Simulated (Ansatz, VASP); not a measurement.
## H3Se4 in VASP and in Ansatz

```
H Se
1.0
     4.48084    2.58701    3.50831
    -4.48084    2.58701    3.50831
     0.00000   -5.17403    3.50831
H Se
6 8
Direct
  0.22300 0.41290 0.54610
  0.54610 0.22300 0.41290
  0.41290 0.54610 0.22300
  0.77700 0.58710 0.45390
  0.45390 0.77700 0.58710
  0.58710 0.45390 0.77700
  0.37920 0.12740 0.74470
  0.74470 0.37920 0.12740
  0.12740 0.74470 0.37920
  0.62080 0.87260 0.25530
  0.25530 0.62080 0.87260
  0.87260 0.25530 0.62080
  0.21370 0.21370 0.21370
  0.78630 0.78630 0.78630
```

Alike in both runs: task single point; functional r2SCAN; k mesh 4 × 4 × 4; occupations tetrahedron; no spin polarisation.

```csv
,VASP,Ansatz
version,VASP 6.6.1,Ansatz 0.2.0
potentials or method,"VASP PAW PBE potentials, release 64 (H, Se), cutoff 520 eV",PAW plane waves
valence electrons in the cell,54,134
```

```tsv
	VASP	Ansatz	Ansatz less VASP
pressure (GPa)	-10.7	-10.6	+0.07
traceless stress, the component that is largest in VASP (GPa)	1.26	1.27	+0.014
rms of the force components (eV/Å)	0.311	0.313	+0.0016
```

VASP's potentials were made for PBE, not for r2SCAN. Atom by atom the forces differ by 0.006 eV/Å (rms over components). With one functional, cell and mesh, what is left measures potentials, basis and numerics. VASP's potentials hold 54 valence electrons a cell and Ansatz's 134, so a difference there can come from the potentials and not from the codes. Ansatz's warnings: band table not solved further, product built on unsolved table, structure snapped to symmetry, tetrahedron derivatives may miss energy slope.
